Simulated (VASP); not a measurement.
Crystal: MgH2.

```
Mg H
1.0
     0.00000    8.32883    8.32883
     8.32883    0.00000    8.32883
     8.32883    8.32883    0.00000
Mg H
8 16
Direct
  0.80625 0.06458 0.06458
  0.18542 0.18542 0.18542
  0.18542 0.18542 0.44375
  0.18542 0.44375 0.18542
  0.06458 0.80625 0.06458
  0.06458 0.06458 0.06458
  0.06458 0.06458 0.80625
  0.44375 0.18542 0.18542
  0.91441 0.91441 0.08559
  0.91441 0.08559 0.08559
  0.91441 0.08559 0.91441
  0.62500 0.12500 0.12500
  0.16441 0.16441 0.33559
  0.16441 0.33559 0.16441
  0.12500 0.12500 0.12500
  0.33559 0.16441 0.16441
  0.16441 0.33559 0.33559
  0.12500 0.12500 0.62500
  0.33559 0.16441 0.33559
  0.12500 0.62500 0.12500
  0.33559 0.33559 0.16441
  0.08559 0.91441 0.08559
  0.08559 0.91441 0.91441
  0.08559 0.08559 0.91441
```

The cell was generated, and may not be a known phase.

* Program: VASP 6.6.1
* Task: relaxation of cell and atoms
* Functional: PBE
* Potentials or basis: VASP PAW PBE potentials, release 64 (Mg, H)
* Cutoff: 600 eV
* k mesh: 2 × 2 × 2
* Occupations: gaussian, width 0.1 eV
* Spin: no spin polarisation

At the start: pressure 4.8 GPa; volume 48.15 Å³/atom.

Where does the relaxation end?

Over 14 steps the energy falls by 499.2 meV/atom and the volume is 54.18 Å³/atom (+12.5 %); space group Fd-3m (No. 227, to 0.1 Å) before and after.

The path:
```csv
step,energy change (eV),largest force (eV/Å),pressure (GPa),volume (Å³)
1,0.0000,2.9640,4.79,1155.53
2,-7.5133,1.5661,0.63,1413.25
3,-7.6360,2.0592,0.20,1468.67
4,-9.5795,1.1876,-0.22,1539.96
5,-10.6706,0.3160,-0.68,1641.22
6,-10.6876,0.2486,-0.73,1654.39
7,-11.1159,0.3225,-0.43,1560.61
8,-11.3095,0.5672,-0.02,1462.80
9,-11.6492,0.3310,-0.01,1407.18
10,-11.8513,0.5937,0.17,1270.41
11,-11.9032,0.2376,0.08,1315.47
12,-11.9043,0.2803,0.09,1309.60
13,-11.9764,0.0558,0.01,1302.31
14,-11.9801,0.0014,-0.02,1300.27
```

Final structure:
```xyz
24
Lattice="0.0000 8.6630 8.6630 8.6630 0.0000 8.6630 8.6630 8.6630 0.0000" Properties=species:S:1:pos:R:3 pbc="T T T"
Mg    1.1268    7.5362    7.5362
Mg    3.2047    3.2047    3.2047
Mg    5.4583    5.4583    3.2047
Mg    5.4583    3.2047    5.4583
Mg    7.5362    1.1268    7.5362
Mg    1.1268    1.1268    1.1268
Mg    7.5362    7.5362    1.1268
Mg    3.2047    5.4583    5.4583
H     8.6630    8.6630   15.2553
H     2.0706    8.6630    8.6630
H     8.6630   15.2553    8.6630
H     2.1657    6.4972    6.4972
H     4.3315    4.3315    2.2609
H     4.3315    2.2609    4.3315
H     2.1657    2.1657    2.1657
H     2.2609    4.3315    4.3315
H     6.4021    4.3315    4.3315
H     6.4972    6.4972    2.1657
H     4.3315    6.4021    4.3315
H     6.4972    2.1657    6.4972
H     4.3315    4.3315    6.4021
H     8.6630    2.0706    8.6630
H    15.2553    8.6630    8.6630
H     8.6630    8.6630    2.0706
```
